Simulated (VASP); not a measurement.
# Si2Ni (Fm-3m) in VASP: further runs

Runs on Si2Ni. Level: PBE. Tasks: single point, relaxation of cell and atoms.

Program: VASP 6.6.1. These are calculated values, not measurements. Logs are shortened: lines on timing, memory, paths and dates and some standing lists are left out, and cuts for length are marked.

## Step 1: The cell of the first run

The structure is cubic, space group Fm-3m (No. 225). The conventional cell has a = 5.386 Å, b = 5.386 Å, c = 5.386 Å, α = 90.00°, β = 90.00°, γ = 90.00°. Si (site symmetry -43m) has 4 Ni at 2.33 Å and 6 Si at 2.69 Å within 3.1 Å. Ni (site symmetry m-3m) has 8 Si at 2.33 Å within 3.1 Å.

## Step 2: Single point, PBE

INCAR

```
ALGO = Normal
EDIFF = 1E-6
ENCUT = 600
GGA = PE
GGA_COMPAT = False
ISIF = 2
ISMEAR = 0
LASPH = True
LCHARG = False
LREAL = False
LWAVE = False
NBANDS = 16
NELM = 120
PREC = Accurate
SIGMA = 0.1
```

KPOINTS

```
k-points
0
Gamma
  6 6 6
```

POSCAR

```
Si2Ni
1.0
    0.0000000000      2.6931550000      2.6931550000
    2.6931550000      0.0000000000      2.6931550000
    2.6931550000      2.6931550000      0.0000000000
Si Ni
2 1
Direct
    0.2500000000      0.2500000000      0.2500000000
    0.7500000000      0.7500000000      0.7500000000
    0.0000000000      0.0000000000      0.0000000000
```

Potentials or basis: VASP PAW PBE potentials, release 64 (Si, Ni).

Run with:

```bash
> cat potpaw_PBE.64/Si/POTCAR potpaw_PBE.64/Ni/POTCAR > POTCAR
> mpirun -np 1 vasp_std > vasp.out
```

OUTCAR:

```text
EDIFF = 1E-6
   ENCUT = 600
   GGA = PE
   ISIF = 2
   ISMEAR = 0
   LASPH = True
   LREAL = False
   NELM = 120
   PREC = Accurate

 ion  position               nearest neighbor table
   1  0.250  0.250  0.250-   3 2.33   3 2.33   3 2.33   3 2.33   2 2.69   2 2.69   2 2.69   2 2.69
                             2 2.69   2 2.69
   2  0.750  0.750  0.750-   3 2.33   3 2.33   3 2.33   3 2.33   1 2.69   1 2.69   1 2.69   1 2.69
                             1 2.69   1 2.69
   3  0.000  0.000  0.000-   2 2.33   2 2.33   2 2.33   1 2.33   1 2.33   1 2.33   2 2.33   1 2.33

  LATTYP: Found a face centered cubic cell.
 ALAT       =     5.3863100000

  Lattice vectors:

 A1 = (   0.0000000000,   2.6931550000,   2.6931550000)
 A2 = (   2.6931550000,   0.0000000000,   2.6931550000)
 A3 = (   2.6931550000,   2.6931550000,   0.0000000000)

Analysis of symmetry for initial positions (statically):
=====================================================================
 Subroutine PRICEL returns:
 Original cell was already a primitive cell.

 Routine SETGRP: Setting up the symmetry group for a
 face centered cubic supercell.

 Subroutine GETGRP returns: Found 48 space group operations
 (whereof 48 operations were pure point group operations)
 out of a pool of 48 trial point group operations.

The static configuration has the point symmetry O_h .

Analysis of symmetry for dynamics (positions and initial velocities):
=====================================================================
 Subroutine PRICEL returns:
 Original cell was already a primitive cell.

 Routine SETGRP: Setting up the symmetry group for a
 face centered cubic supercell.

 Subroutine GETGRP returns: Found 48 space group operations
 (whereof 48 operations were pure point group operations)
 out of a pool of 48 trial point group operations.

The dynamic configuration has the point symmetry O_h .

 Subroutine INISYM returns: Found 48 space group operations
 (whereof 48 operations are pure point group operations),
 and found     1 'primitive' translations

----------------------------------------------------------------------------------------

                                     Primitive cell

  volume of cell :      39.0674

  direct lattice vectors                    reciprocal lattice vectors
     0.000000000  2.693155000  2.693155000    -0.185655857  0.185655857  0.185655857
     2.693155000  0.000000000  2.693155000     0.185655857 -0.185655857  0.185655857
     2.693155000  2.693155000  0.000000000     0.185655857  0.185655857 -0.185655857

  length of vectors
     3.808696327  3.808696327  3.808696327     0.321565377  0.321565377  0.321565377

  position of ions in fractional coordinates (direct lattice)
     0.250000000  0.250000000  0.250000000
     0.750000000  0.750000000  0.750000000
     0.000000000  0.000000000  0.000000000

  ion indices of the primitive-cell ions
   primitive index   ion index
                 1           1
                 2           2
                 3           3

----------------------------------------------------------------------------------------

 KPOINTS: k-points

Automatic generation of k-mesh.
 Grid dimensions read from file:
 generate k-points for:    6    6    6

 Generating k-lattice:

  Cartesian coordinates                     Fractional coordinates (reciprocal lattice)
    -0.030942643  0.030942643  0.030942643     0.166666667  0.000000000  0.000000000
     0.030942643 -0.030942643  0.030942643     0.000000000  0.166666667  0.000000000
     0.030942643  0.030942643 -0.030942643     0.000000000  0.000000000  0.166666667

  Length of vectors
     0.053594230  0.053594230  0.053594230

  Shift w.r.t. Gamma in fractional coordinates (k-lattice)
     0.000000000  0.000000000  0.000000000

 Subroutine IBZKPT returns following result:
 ===========================================

 Found     16 irreducible k-points:

 Following reciprocal coordinates:
            Coordinates               Weight
  0.000000  0.000000  0.000000      1.000000
  0.166667  0.000000  0.000000      8.000000
  0.333333  0.000000  0.000000      8.000000
  0.500000  0.000000  0.000000      4.000000
  0.166667  0.166667  0.000000      6.000000
  0.333333  0.166667  0.000000     24.000000
[... 8 lines left out ...]
 -0.333333  0.333333  0.166667     24.000000
 -0.333333  0.500000  0.166667     12.000000
   k-points           NKPTS =     16   k-points in BZ     NKDIM =     16   number of bands    NBANDS=     16
   number of dos      NEDOS =    301   number of ions     NIONS =      3
   total plane-waves  NPLWV =  27000
   dimension x,y,z NGX =    30 NGY =   30 NGZ =   30
   dimension x,y,z NGXF=    60 NGYF=   60 NGZF=   60
   ions per type =               2   1
   NGX,Y,Z   is equivalent  to a cutoff of  13.09, 13.09, 13.09 a.u.
   NGXF,Y,Z  is equivalent  to a cutoff of  26.19, 26.19, 26.19 a.u.
 SYSTEM =  unknown system
   PREC   = accura    normal or accurate (medium, high low for compatibility)
   ISTART =      0    job   : 0-new  1-cont  2-samecut
   ICHARG =      2    charge: 1-file 2-atom 10-const
   ISPIN  =      1    spin polarized calculation?
   LNONCOLLINEAR =      F non collinear calculations
   LSORBIT =      F    spin-orbit coupling
   LASPH  =      T    aspherical Exc in radial PAW
   ENCUT  =  600.0 eV  44.10 Ry    6.64 a.u.   7.61  7.61  7.61*2*pi/ulx,y,z
   NELM   =    120;   NELMIN=  2; NELMDL= -5     # of ELM steps
   EDIFF  = 0.1E-05   stopping-criterion for ELM
   LREAL  =      F    real-space projection
   EDIFFG = 0.1E-04   stopping-criterion for IOM
   NSW    =      0    number of steps for IOM
   IBRION =     -1    ionic relax: 0-MD 1-quasi-New 2-CG
   NFREE  =      0    steps in history (QN), initial steepest desc. (CG)
   ISIF   =      2    stress and relaxation
   ISYM   =      2    0-nonsym 1-usesym 2-fastsym
   POTIM  = 0.5000    time-step for ionic-motion
   TEBEG  =    0.0;   TEEND  =   0.0 temperature during run
   PSTRESS=    0.0 pullay stress
   NELECT =      18.0000    total number of electrons
   NUPDOWN=      -1.0000    fix difference up-down
   EMIN   =  10.00;   EMAX   =-10.00  energy-range for DOS
   EFERMI =   0.00;   METHOD = LEGACY
   ISMEAR =     0;   SIGMA  =   0.10  broadening in eV -4-tet -1-fermi 0-gaus
   EFERMI_NEDOS =   21; number of points for ismear=-14 and -15
   IALGO  =     38    algorithm
   IMIX   =      4    mixing-type and parameters
     AMIX     =   0.40;   BMIX     =  1.00
     AMIX_MAG =   1.60;   BMIX_MAG =  1.00
  volume/ion in A,a.u.               =      13.02        87.88
  Fermi-wavevector in a.u.,A,eV,Ry     =   1.264429  2.389424 21.752719  1.598780
  Thomas-Fermi vector in A             =   2.397734
   LORBIT       =      0    0 simple, 1 ext, 2 COOP (PROOUT), +10 PAW based schemes
   GGA     = PE    functional components
   LHFCALC =     F    Hartree Fock is set to
   AEXX    =    0.0000 exact exchange contribution
   IVDW    =     0    specifies the selected vdW correction
   LEPSILON=     F    determine dielectric tensor
   LRPA    =     F    only Hartree local field effects (RPA)
 non-spin polarized calculation
 Gauss-broadening in eV      SIGMA  =   0.10
  energy-cutoff  :      600.00
  volume of cell :       39.07
 maximum number of plane-waves:      1315
   NGX = 15   NGY = 15   NGZ = 15

 number of electron      17.9999991 magnetization

 Free energy of the ion-electron system (eV)
  ---------------------------------------------------
  ext. energy  EPLUGINS =         0.00000000
  ---------------------------------------------------
  free energy    TOTEN  =       -17.34737298 eV

  energy without entropy =      -17.34064424  energy(sigma->0) =      -17.34400861

 E-fermi :  10.6817     XC(G=0): -11.6370

 val. band max:       10.6679655194   @ k =   0.1667   0.1667   0.0000
 cond. band min:      10.9716880229   @ k =   0.3333   0.1667   0.0000
 fundamental gap:      0.3037225034
 Fermi energy:        10.6817057866

 k-point     1 :       0.0000    0.0000    0.0000
  band No.  band energies     occupation
      1      -3.3416      2.00000
      2       5.3551      2.00000
      3       5.3551      2.00000
      4       5.3551      2.00000
      5       7.0653      2.00000
      6       7.0653      2.00000
[... 8 lines left out ...]
     15      15.3656      0.00000
     16      15.3656      0.00000

 k-point     2 :       0.1667    0.0000    0.0000
  band No.  band energies     occupation
      1      -2.9279      2.00000
      2       4.5564      2.00000
      3       5.4794      2.00000
      4       5.4794      2.00000
      5       7.0031      2.00000
      6       7.0031      2.00000
[... 8 lines left out ...]
     15      15.0433      0.00000
     16      15.5976      0.00000

 k-point     3 :       0.3333    0.0000    0.0000
  band No.  band energies     occupation
      1      -1.7184      2.00000
      2       2.5642      2.00000
      3       5.7052      2.00000
      4       5.7052      2.00000
      5       7.0433      2.00000
      6       7.0433      2.00000
[... 8 lines left out ...]
     15      17.3985      0.00000
     16      18.1248      0.00000

 k-point     4 :       0.5000    0.0000    0.0000
  band No.  band energies     occupation
      1      -0.0777      2.00000
      2       0.5169      2.00000
      3       5.7791      2.00000
      4       5.7791      2.00000
      5       6.8704      2.00000
      6       7.2573      2.00000
[... 8 lines left out ...]
     15      19.8517      0.00000
     16      20.7048      0.00000

 k-point     5 :       0.1667    0.1667    0.0000
  band No.  band energies     occupation
      1      -2.7902      2.00000
      2       4.6667      2.00000
      3       5.4125      2.00000
      4       5.4125      2.00000
      5       6.6926      2.00000
      6       7.1660      2.00000
[... 8 lines left out ...]
     15      16.4537      0.00000
     16      16.4537      0.00000

 k-point     6 :       0.3333    0.1667    0.0000
  band No.  band energies     occupation
      1      -1.8462      2.00000
      2       3.4043      2.00000
      3       5.5654      2.00000
      4       5.5750      2.00000
      5       6.3353      2.00000
      6       7.2517      2.00000
[... 8 lines left out ...]
     15      18.6856      0.00000
     16      18.9562      0.00000

 k-point     7 :       0.5000    0.1667    0.0000
  band No.  band energies     occupation
      1      -0.2032      2.00000
      2       1.3014      2.00000
      3       5.3068      2.00000
      4       5.8200      2.00000
      5       6.2516      2.00000
      6       7.0922      2.00000
[... 8 lines left out ...]
     15      20.1112      0.00000
     16      20.6913      0.00000

 k-point     8 :      -0.3333    0.1667    0.0000
  band No.  band energies     occupation
      1      -0.8109      2.00000
      2       1.9915      2.00000
      3       5.0137      2.00000
      4       6.0265      2.00000
      5       6.6935      2.00000
      6       6.7372      2.00000
[... 8 lines left out ...]
     15      17.5509      0.00000
     16      19.7832      0.00000

 k-point     9 :      -0.1667    0.1667    0.0000
  band No.  band energies     occupation
      1      -2.2482      2.00000
      2       3.7518      2.00000
      3       5.2037      2.00000
      4       5.8040      2.00000
      5       6.7168      2.00000
      6       7.1470      2.00000
[... 8 lines left out ...]
     15      16.3650      0.00000
     16      18.7487      0.00000

 k-point    10 :       0.3333    0.3333    0.0000
  band No.  band energies     occupation
      1      -1.1879      2.00000
      2       3.6611      2.00000
      3       4.9150      2.00000
      4       5.6683      2.00000
      5       5.6683      2.00000
      6       7.3729      2.00000
[... 8 lines left out ...]
     15      18.0870      0.00000
     16      20.7915      0.00000

 k-point    11 :       0.5000    0.3333    0.0000
  band No.  band energies     occupation
      1       0.1515      2.00000
      2       2.6186      2.00000
      3       3.6644      2.00000
      4       5.6216      2.00000
      5       5.9373      2.00000
      6       7.0313      2.00000
[... 8 lines left out ...]
     15      20.6352      0.00000
     16      21.1786      0.00000

 k-point    12 :      -0.3333    0.3333    0.0000
  band No.  band energies     occupation
      1       0.7670      2.00000
      2       1.5498      2.00000
      3       3.5313      2.00000
      4       5.8001      2.00000
      5       6.2368      2.00000
      6       6.6358      2.00000
[... 8 lines left out ...]
     15      18.4378      0.00000
     16      19.0787      0.00000

 k-point    13 :       0.5000    0.5000    0.0000
  band No.  band energies     occupation
      1       0.6965      2.00000
      2       2.4912      2.00000
      3       3.2599      2.00000
      4       6.0354      2.00000
      5       6.0354      2.00000
      6       6.9828      2.00000
[... 8 lines left out ...]
     15      20.5171      0.00000
     16      21.7271      0.00000

 k-point    14 :       0.5000    0.3333    0.1667
  band No.  band energies     occupation
      1      -0.6789      2.00000
      2       2.6907      2.00000
      3       4.7310      2.00000
      4       5.3342      2.00000
      5       6.1946      2.00000
      6       6.9230      2.00000
[... 8 lines left out ...]
     15      19.2387      0.00000
     16      19.9489      0.00000

 k-point    15 :      -0.3333    0.3333    0.1667
  band No.  band energies     occupation
      1       0.9377      2.00000
      2       1.2317      2.00000
      3       4.4395      2.00000
      4       4.5650      2.00000
      5       6.4601      2.00000
      6       6.9439      2.00000
[... 8 lines left out ...]
     15      17.9886      0.00000
     16      21.7706      0.00000

 k-point    16 :      -0.3333    0.5000    0.1667
  band No.  band energies     occupation
      1       1.1260      2.00000
      2       2.2860      2.00000
      3       3.0000      2.00000
      4       4.4937      2.00000
      5       6.6293      2.00000
      6       6.9467      2.00000
[... 8 lines left out ...]
     15      20.2056      0.00000
     16      21.4571      0.00000

------------------------ aborting loop because EDIFF is reached ----------------------------------------

  FORCE on cell =-STRESS in cart. coord.  units (eV):
  Direction    XX          YY          ZZ          XY          YZ          ZX
  --------------------------------------------------------------------------------------
  -------------------------------------------------------------------------------------
  Total        1.3592889      1.3592889      1.3592889     -0.0000000      0.0000000     -0.0000000
  in kB       55.7453048     55.7453048     55.7453048     -0.0000000      0.0000000     -0.0000000
  external PRESSURE =      55.7453048 kB  Pullay stress =       0.0000000 kB

 VOLUME and BASIS-vectors are now :
 -----------------------------------------------------------------------------
  energy-cutoff  :      600.00
  volume of cell :       39.07
      direct lattice vectors                 reciprocal lattice vectors
     0.000000000  2.693155000  2.693155000    -0.185655857  0.185655857  0.185655857
     2.693155000  0.000000000  2.693155000     0.185655857 -0.185655857  0.185655857
     2.693155000  2.693155000  0.000000000     0.185655857  0.185655857 -0.185655857

 POSITION                                       TOTAL-FORCE (eV/Angst)
 -----------------------------------------------------------------------------------
      1.34658      1.34658      1.34658        -0.000000     -0.000000     -0.000000
      4.03973      4.03973      4.03973         0.000000      0.000000      0.000000
      0.00000      0.00000      0.00000         0.000000      0.000000      0.000000
 -----------------------------------------------------------------------------------
    total drift:                                0.000000     -0.000000     -0.000000

  FREE ENERGIE OF THE ION-ELECTRON SYSTEM (eV)
  ---------------------------------------------------
  free  energy   TOTEN  =       -17.3473729784 eV

  energy  without entropy=      -17.3406442421  energy(sigma->0) =      -17.34400861
```

It took 24 s on 1 thread of Intel Xeon 8259CL, shared host; peak memory 0.17 GiB.

Results:

```
Free energy            : -17.3474 eV
Pressure               : 5.6 GPa
Band gap on the k mesh : zero (band 9 reaches 12.34 eV, above the bottom of band 10 at 10.23 eV)
```

Spin polarisation is off, so any magnetic state and its effect on volume and gap are missing.

## Step 3: Single point, PBE

This run uses another cell than the first one, of 13.48 Å³/atom, 1.035 times its volume.

INCAR

```
SYSTEM = Si2Ni
PREC = Accurate
ENCUT = 600
EDIFF = 1E-6
ISMEAR = 0
SIGMA = 0.1
LREAL = .False.
LASPH = .True.
NELM = 120
ALGO = Normal
ISIF = 2
LWAVE = .False.
LCHARG = .False.
GGA = PE
NBANDS = 16
GGA_COMPAT = .False.
```

KPOINTS

```
regular mesh
0
Gamma
  6 6 6
  0 0 0
```

POSCAR

```
Si2Ni
1.0
    0.0000000000      2.7241162132      2.7241162132
    2.7241162132      0.0000000000      2.7241162132
    2.7241162132      2.7241162132      0.0000000000
Si Ni
2 1
Direct
    0.2500000000      0.2500000000      0.2500000000
    0.7500000000      0.7500000000      0.7500000000
    0.0000000000      0.0000000000      0.0000000000
```

Potentials or basis: VASP PAW PBE potentials, release 64 (Si, Ni).

Run with:

```bash
> cat potpaw_PBE.64/Si/POTCAR potpaw_PBE.64/Ni/POTCAR > POTCAR
> mpirun -np 1 vasp_std > vasp.out
```

Wall time 22 s (1 thread of Intel Xeon 8259CL, shared host); peak memory 0.18 GiB.

Results (log left out):

```yaml
Free_energy: -17.3717 eV
Pressure: 0.1 GPa
Band_gap_on_the_k_mesh: zero (band 9 reaches 11.80 eV, above the bottom of band 10 at 9.67 eV)
```

Levels at points of the mesh, in eV from the Fermi level:
```
           k point  band 5  band 6  band 7  band 8  band 9  band 10  band 11  band 12  band 13  band 14
(0.00, 0.00, 0.00)   -3.40   -3.40   -0.53    1.64    1.64     1.64     2.28     2.28     2.28     4.63
(0.50, 0.00, 0.00)   -3.62   -3.22   -3.22   -1.43   -1.43     1.71     1.76     1.76     2.44     9.10
(0.50, 0.50, 0.00)   -4.46   -3.49   -3.49   -3.34   -3.01    -0.47     1.43     7.70     8.08     8.08
```

Spin polarisation is off, so any magnetic state and its effect on volume and gap are missing.

(Part 1 of 2 ends here.)
